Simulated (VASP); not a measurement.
# LiCl (P4_2/mnm) in VASP: notebook

Runs on LiCl. Level: PBE. Tasks: single point.

All numbers are computed with VASP 6.6.1; they aren't measurements. Logs are shortened: lines on timing, memory, paths and dates and some standing lists are left out, and cuts for length are marked.

## Step 1: The cell of the first run

Symmetry: P4_2/mnm, No. 136, tetragonal system. Conventional cell: a = 6.653 Å, b = 6.653 Å, c = 3.950 Å, α = 90.00°, β = 90.00°, γ = 90.00°. Within 3.1 Å of Li (site symmetry m2m) lie 4 Cl at 2.37 to 2.41 Å. Within 3.1 Å of Cl (site symmetry m2m) lie 4 Li at 2.37 to 2.41 Å.

## Step 2: Single point, PBE

Input file INCAR:

```
SYSTEM = LiCl
  ALGO = Normal
  EDIFF = 1E-6
  ENCUT = 520
  GGA = PE
  ISIF = 2
  ISMEAR = 0
  LASPH = .TRUE.
  LCHARG = .FALSE.
  LREAL = .FALSE.
  LWAVE = .FALSE.
  NBANDS = 30
  NELM = 100
  PREC = Accurate
  SIGMA = 0.02
```

Input file KPOINTS:

```
k-points
0
G
  4 4 6
  0 0 0
```

Input file POSCAR:

```
LiCl
1.0
    6.6531381187      0.0000000000      0.0000000000
    0.0000000000      6.6531381187      0.0000000000
    0.0000000000      0.0000000000      3.9498443742
Li Cl
4 4
Direct
    0.6709042070      0.6709042070      0.0000000000
    0.8290957930      0.1709042070      0.5000000000
    0.3290957930      0.3290957930      0.0000000000
    0.1709042070      0.8290957930      0.5000000000
    0.8097929963      0.8097929963      0.5000000000
    0.6902070037      0.3097929963      0.0000000000
    0.1902070037      0.1902070037      0.5000000000
    0.3097929963      0.6902070037      0.0000000000
```

Potentials or basis: VASP PAW PBE potentials, release 64 (Li_sv, Cl).

Launch:

```sh
cat potpaw_PBE.64/Li_sv/POTCAR potpaw_PBE.64/Cl/POTCAR > POTCAR
mpirun -np 1 vasp_std > vasp.out
```

OUTCAR:

```text
SYSTEM = LiCl
   EDIFF = 1E-6
   ENCUT = 520
   GGA = PE
   ISIF = 2
   ISMEAR = 0
   LASPH = .TRUE.
   LREAL = .FALSE.
   NELM = 100
   PREC = Accurate

 ion  position               nearest neighbor table
   1  0.671  0.671  0.000-   5 2.37   5 2.37   8 2.41   6 2.41
   2  0.829  0.171  0.500-   6 2.37   6 2.37   7 2.41   5 2.41
   3  0.329  0.329  0.000-   7 2.37   7 2.37   8 2.41   6 2.41
   4  0.171  0.829  0.500-   8 2.37   8 2.37   5 2.41   7 2.41
   5  0.810  0.810  0.500-   1 2.37   1 2.37   4 2.41   2 2.41
   6  0.690  0.310  0.000-   2 2.37   2 2.37   3 2.41   1 2.41
   7  0.190  0.190  0.500-   3 2.37   3 2.37   4 2.41   2 2.41
   8  0.310  0.690  0.000-   4 2.37   4 2.37   1 2.41   3 2.41

  LATTYP: Found a simple tetragonal cell.
 ALAT       =     6.6531381187
 C/A-ratio  =     0.5936814032

  Lattice vectors:

 A1 = (   6.6531381187,   0.0000000000,   0.0000000000)
 A2 = (   0.0000000000,   6.6531381187,   0.0000000000)
 A3 = (   0.0000000000,   0.0000000000,   3.9498443742)

Analysis of symmetry for initial positions (statically):
=====================================================================
 Subroutine PRICEL returns:
 Original cell was already a primitive cell.

 Routine SETGRP: Setting up the symmetry group for a
 simple tetragonal supercell.

 Subroutine GETGRP returns: Found 16 space group operations
 (whereof  8 operations were pure point group operations)
 out of a pool of 16 trial point group operations.

The static configuration has the point symmetry D_2h.
 The point group associated with its full space group is D_4h.

Analysis of symmetry for dynamics (positions and initial velocities):
=====================================================================
 Subroutine PRICEL returns:
 Original cell was already a primitive cell.

 Routine SETGRP: Setting up the symmetry group for a
 simple tetragonal supercell.

 Subroutine GETGRP returns: Found 16 space group operations
 (whereof  8 operations were pure point group operations)
 out of a pool of 16 trial point group operations.

The dynamic configuration has the point symmetry D_2h.
 The point group associated with its full space group is D_4h.

 Subroutine INISYM returns: Found 16 space group operations
 (whereof  8 operations are pure point group operations),
 and found     1 'primitive' translations

----------------------------------------------------------------------------------------

                                     Primitive cell

  volume of cell :     174.8369

  direct lattice vectors                    reciprocal lattice vectors
     6.653138119  0.000000000  0.000000000     0.150305011  0.000000000  0.000000000
     0.000000000  6.653138119  0.000000000     0.000000000  0.150305011  0.000000000
     0.000000000  0.000000000  3.949844374     0.000000000  0.000000000  0.253174532

  length of vectors
     6.653138119  6.653138119  3.949844374     0.150305011  0.150305011  0.253174532

  position of ions in fractional coordinates (direct lattice)
     0.670904207  0.670904207  0.000000000
     0.829095793  0.170904207  0.500000000
     0.329095793  0.329095793  0.000000000
     0.170904207  0.829095793  0.500000000
     0.809792996  0.809792996  0.500000000
     0.690207004  0.309792996  0.000000000
     0.190207004  0.190207004  0.500000000
     0.309792996  0.690207004  0.000000000

  ion indices of the primitive-cell ions
   primitive index   ion index
                 1           1
                 2           2
                 3           3
                 4           4
                 5           5
                 6           6
                 7           7
                 8           8

----------------------------------------------------------------------------------------

 KPOINTS: k-points

Automatic generation of k-mesh.
 Grid dimensions read from file:
 generate k-points for:    4    4    6

 Generating k-lattice:

  Cartesian coordinates                     Fractional coordinates (reciprocal lattice)
     0.037576253  0.000000000  0.000000000     0.250000000  0.000000000  0.000000000
     0.000000000  0.037576253  0.000000000     0.000000000  0.250000000  0.000000000
     0.000000000  0.000000000  0.042195755     0.000000000  0.000000000  0.166666667

  Length of vectors
     0.037576253  0.037576253  0.042195755

  Shift w.r.t. Gamma in fractional coordinates (k-lattice)
     0.000000000  0.000000000  0.000000000

 Subroutine IBZKPT returns following result:
 ===========================================

 Found     24 irreducible k-points:

 Following reciprocal coordinates:
            Coordinates               Weight
  0.000000  0.000000  0.000000      1.000000
  0.250000  0.000000  0.000000      4.000000
  0.500000  0.000000  0.000000      2.000000
  0.250000  0.250000  0.000000      4.000000
  0.500000  0.250000  0.000000      4.000000
  0.500000  0.500000  0.000000      1.000000
[... 16 lines left out ...]
  0.500000  0.250000  0.500000      4.000000
  0.500000  0.500000  0.500000      1.000000
   k-points           NKPTS =     24   k-points in BZ     NKDIM =     24   number of bands    NBANDS=     30
   number of dos      NEDOS =    301   number of ions     NIONS =      8
   total plane-waves  NPLWV =  75000
   dimension x,y,z NGX =    50 NGY =   50 NGZ =   30
   dimension x,y,z NGXF=   100 NGYF=  100 NGZF=   60
   ions per type =               4   4
   NGX,Y,Z   is equivalent  to a cutoff of  12.49, 12.49, 12.63 a.u.
   NGXF,Y,Z  is equivalent  to a cutoff of  24.99, 24.99, 25.25 a.u.
 SYSTEM =  LiCl
   PREC   = accura    normal or accurate (medium, high low for compatibility)
   ISTART =      0    job   : 0-new  1-cont  2-samecut
   ICHARG =      2    charge: 1-file 2-atom 10-const
   ISPIN  =      1    spin polarized calculation?
   LNONCOLLINEAR =      F non collinear calculations
   LSORBIT =      F    spin-orbit coupling
   LASPH  =      T    aspherical Exc in radial PAW
   ENCUT  =  520.0 eV  38.22 Ry    6.18 a.u.  12.37 12.37  7.34*2*pi/ulx,y,z
   NELM   =    100;   NELMIN=  2; NELMDL= -5     # of ELM steps
   EDIFF  = 0.1E-05   stopping-criterion for ELM
   LREAL  =      F    real-space projection
   EDIFFG = 0.1E-04   stopping-criterion for IOM
   NSW    =      0    number of steps for IOM
   IBRION =     -1    ionic relax: 0-MD 1-quasi-New 2-CG
   NFREE  =      0    steps in history (QN), initial steepest desc. (CG)
   ISIF   =      2    stress and relaxation
   ISYM   =      2    0-nonsym 1-usesym 2-fastsym
   POTIM  = 0.5000    time-step for ionic-motion
   TEBEG  =    0.0;   TEEND  =   0.0 temperature during run
   PSTRESS=    0.0 pullay stress
   NELECT =      40.0000    total number of electrons
   NUPDOWN=      -1.0000    fix difference up-down
   EMIN   =  10.00;   EMAX   =-10.00  energy-range for DOS
   EFERMI =   0.00;   METHOD = LEGACY
   ISMEAR =     0;   SIGMA  =   0.02  broadening in eV -4-tet -1-fermi 0-gaus
   EFERMI_NEDOS =   21; number of points for ismear=-14 and -15
   IALGO  =     38    algorithm
   IMIX   =      4    mixing-type and parameters
     AMIX     =   0.40;   BMIX     =  1.00
     AMIX_MAG =   1.60;   BMIX_MAG =  1.00
  volume/ion in A,a.u.               =      21.85       147.48
  Fermi-wavevector in a.u.,A,eV,Ry     =   1.001268  1.892123 13.640361  1.002538
  Thomas-Fermi vector in A             =   2.133679
   LORBIT       =      0    0 simple, 1 ext, 2 COOP (PROOUT), +10 PAW based schemes
   GGA     = PE    functional components
   LHFCALC =     F    Hartree Fock is set to
   AEXX    =    0.0000 exact exchange contribution
   IVDW    =     0    specifies the selected vdW correction
   LEPSILON=     F    determine dielectric tensor
   LRPA    =     F    only Hartree local field effects (RPA)
 non-spin polarized calculation
 Gauss-broadening in eV      SIGMA  =   0.02
  energy-cutoff  :      520.00
  volume of cell :      174.84
 maximum number of plane-waves:      4743
 NGX is ok and might be reduce to    50
   NGX = 25   NGY = 25   NGZ = 15

 number of electron      39.9999947 magnetization

 Free energy of the ion-electron system (eV)
  ---------------------------------------------------
  ext. energy  EPLUGINS =         0.00000000
  ---------------------------------------------------
  free energy    TOTEN  =       -29.69445682 eV

  energy without entropy =      -29.69445682  energy(sigma->0) =      -29.69445682

 E-fermi :  -1.3260     XC(G=0):  -7.4143

 val. band max:       -1.5343689370   @ k =   0.0000   0.0000   0.0000
 cond. band min:       4.3734434657   @ k =   0.0000   0.0000   0.0000
 fundamental gap:      5.9078124028
 Fermi energy:        -1.3260310920

 k-point     1 :       0.0000    0.0000    0.0000
  band No.  band energies     occupation
      1     -44.4695      2.00000
      2     -44.4681      2.00000
      3     -44.4667      2.00000
      4     -44.4667      2.00000
      5     -14.2091      2.00000
      6     -13.9277      2.00000
[... 22 lines left out ...]
     29       8.8476      0.00000
     30       8.9782      0.00000

 k-point     2 :       0.2500    0.0000    0.0000
  band No.  band energies     occupation
      1     -44.4693      2.00000
      2     -44.4683      2.00000
      3     -44.4667      2.00000
      4     -44.4667      2.00000
      5     -14.1764      2.00000
      6     -13.9921      2.00000
[... 22 lines left out ...]
     29       8.7041      0.00000
     30       8.9149      0.00000

 k-point     3 :       0.5000    0.0000    0.0000
  band No.  band energies     occupation
      1     -44.4688      2.00000
      2     -44.4688      2.00000
      3     -44.4667      2.00000
      4     -44.4667      2.00000
      5     -14.0920      2.00000
      6     -14.0920      2.00000
[... 22 lines left out ...]
     29       8.6381      0.00000
     30       8.6381      0.00000

 k-point     4 :       0.2500    0.2500    0.0000
  band No.  band energies     occupation
      1     -44.4692      2.00000
      2     -44.4684      2.00000
      3     -44.4667      2.00000
      4     -44.4667      2.00000
      5     -14.1469      2.00000
      6     -14.0029      2.00000
[... 22 lines left out ...]
     29       8.5817      0.00000
     30       8.8410      0.00000

 k-point     5 :       0.5000    0.2500    0.0000
  band No.  band energies     occupation
      1     -44.4688      2.00000
      2     -44.4688      2.00000
      3     -44.4667      2.00000
      4     -44.4667      2.00000
      5     -14.0732      2.00000
      6     -14.0732      2.00000
[... 22 lines left out ...]
     29       8.8783      0.00000
     30       8.8784      0.00000
[... 526 lines left out ...]
     29       9.3237      0.00000
     30       9.3328      0.00000

 k-point    22 :       0.2500    0.2500    0.5000
  band No.  band energies     occupation
      1     -44.4683      2.00000
      2     -44.4683      2.00000
      3     -44.4663      2.00000
      4     -44.4663      2.00000
      5     -13.9718      2.00000
      6     -13.9710      2.00000
[... 22 lines left out ...]
     29       9.1422      0.00000
     30       9.6006      0.00000

 k-point    23 :       0.5000    0.2500    0.5000
  band No.  band energies     occupation
      1     -44.4683      2.00000
      2     -44.4683      2.00000
      3     -44.4664      2.00000
      4     -44.4664      2.00000
      5     -13.9684      2.00000
      6     -13.9684      2.00000
[... 22 lines left out ...]
     29       9.1061      0.00000
     30       9.1062      0.00000

 k-point    24 :       0.5000    0.5000    0.5000
  band No.  band energies     occupation
      1     -44.4684      2.00000
      2     -44.4684      2.00000
      3     -44.4664      2.00000
      4     -44.4664      2.00000
      5     -13.9660      2.00000
      6     -13.9660      2.00000
[... 22 lines left out ...]
     29       9.5535      0.00000
     30       9.5559      0.00000

------------------------ aborting loop because EDIFF is reached ----------------------------------------

  FORCE on cell =-STRESS in cart. coord.  units (eV):
  Direction    XX          YY          ZZ          XY          YZ          ZX
  --------------------------------------------------------------------------------------
  -------------------------------------------------------------------------------------
  Total       -0.0707908     -0.0707908     -0.0616197     -0.0000000      0.0000000      0.0000000
  in kB       -0.6487159     -0.6487159     -0.5646733     -0.0000000      0.0000000      0.0000000
  external PRESSURE =      -0.6207017 kB  Pullay stress =       0.0000000 kB

 VOLUME and BASIS-vectors are now :
 -----------------------------------------------------------------------------
  energy-cutoff  :      520.00
  volume of cell :      174.84
      direct lattice vectors                 reciprocal lattice vectors
     6.653138119  0.000000000  0.000000000     0.150305011  0.000000000  0.000000000
     0.000000000  6.653138119  0.000000000     0.000000000  0.150305011  0.000000000
     0.000000000  0.000000000  3.949844374     0.000000000  0.000000000  0.253174532

 POSITION                                       TOTAL-FORCE (eV/Angst)
 -----------------------------------------------------------------------------------
      4.46362      4.46362      0.00000        -0.000662     -0.000662      0.000000
      5.51609      1.13705      1.97492         0.000662     -0.000662      0.000000
      2.18952      2.18952      0.00000         0.000662      0.000662     -0.000000
      1.13705      5.51609      1.97492        -0.000662      0.000662     -0.000000
      5.38766      5.38766      1.97492         0.000482      0.000482     -0.000000
      4.59204      2.06110      0.00000        -0.000482      0.000482      0.000000
      1.26547      1.26547      1.97492        -0.000482     -0.000482      0.000000
      2.06110      4.59204      0.00000         0.000482     -0.000482      0.000000
 -----------------------------------------------------------------------------------
    total drift:                                0.000000      0.000000      0.000000

  FREE ENERGIE OF THE ION-ELECTRON SYSTEM (eV)
  ---------------------------------------------------
  free  energy   TOTEN  =       -29.6944568247 eV

  energy  without entropy=      -29.6944568247  energy(sigma->0) =      -29.69445682
```

Wall time 81 s (1 thread of AMD EPYC 7R13 (Zen 3), shared host); peak memory 0.26 GiB.

Results:

```yaml
Free_energy: -29.6945 eV
Band_gap_on_the_k_mesh: 5.91 eV, direct
```

Caveat: the cutoff is under 1.25 times the usual one of these potentials, so pressure, stress and relaxed cells hold a basis-set (Pulay) error. A k mesh can miss the band edges.

## Step 3: Single point, PBE (volume scaled by 1.03, then relaxed in part)

INCAR, as its differences from that of step 2:

```diff
@@ -12,3 +12,3 @@
   NBANDS = 30
-  NELM = 100
+  NELM = 60
   PREC = Accurate
```

KPOINTS is that of step 2.

Input file POSCAR:

```
LiCl
1.0
    6.7249581252      0.0000000000      0.0000000000
    0.0000000000      6.7249581252      0.0000000000
    0.0000000000      0.0000000000      3.9819070618
Li Cl
4 4
Direct
    0.6718813602      0.6718813602      0.0000000000
    0.8281186398      0.1718813602      0.5000000000
    0.3281186398      0.3281186398      0.0000000000
    0.1718813602      0.8281186398      0.5000000000
    0.8111875081      0.8111875081      0.5000000000
    0.6888124919      0.3111875081      0.0000000000
    0.1888124919      0.1888124919      0.5000000000
    0.3111875081      0.6888124919      0.0000000000
```

Potentials or basis: VASP PAW PBE potentials, release 64 (Li_sv, Cl).

Launch:

```sh
cat potpaw_PBE.64/Li_sv/POTCAR potpaw_PBE.64/Cl/POTCAR > POTCAR
mpirun -np 1 vasp_std > vasp.out
```

It took 83 s on 1 thread of AMD EPYC 7R13 (Zen 3), shared host; peak memory 0.26 GiB.

The run converged. Its results:

* Free energy: -29.6847 eV
* Largest force: 0.009 eV/Å
* Band gap on the k mesh: 5.82 eV, direct

Forces in eV/Å, atoms in the order of the input:
```
Li  -0.007 -0.007  0.000
Li   0.007 -0.007  0.000
Li   0.007  0.007  0.000
Li  -0.007  0.007  0.000
Cl  -0.005 -0.005  0.000
Cl   0.005 -0.005  0.000
Cl   0.005  0.005  0.000
Cl  -0.005  0.005  0.000
```

Levels at points of the mesh, in eV from the valence-band top:
```csv
k point,band 18,band 19,band 20,band 21,band 22,band 23
"(0.00, 0.00, 0.00)",-0.01,-0.01,0.00,5.82,8.12,8.34
"(0.50, 0.00, 0.00)",-0.23,-0.17,-0.17,6.99,6.99,7.99
"(0.50, 0.50, 0.00)",-0.37,-0.32,-0.32,7.33,7.33,7.44
"(0.00, 0.00, 0.50)",-0.54,-0.51,-0.51,8.07,8.07,8.94
"(0.50, 0.00, 0.50)",-0.50,-0.29,-0.29,8.05,8.05,8.12
"(0.50, 0.50, 0.50)",-0.47,-0.35,-0.35,7.28,7.28,7.69
```

Caveat: the cutoff is under 1.25 times the usual one of these potentials, so pressure, stress and relaxed cells hold a basis-set (Pulay) error. A k mesh can miss the band edges.
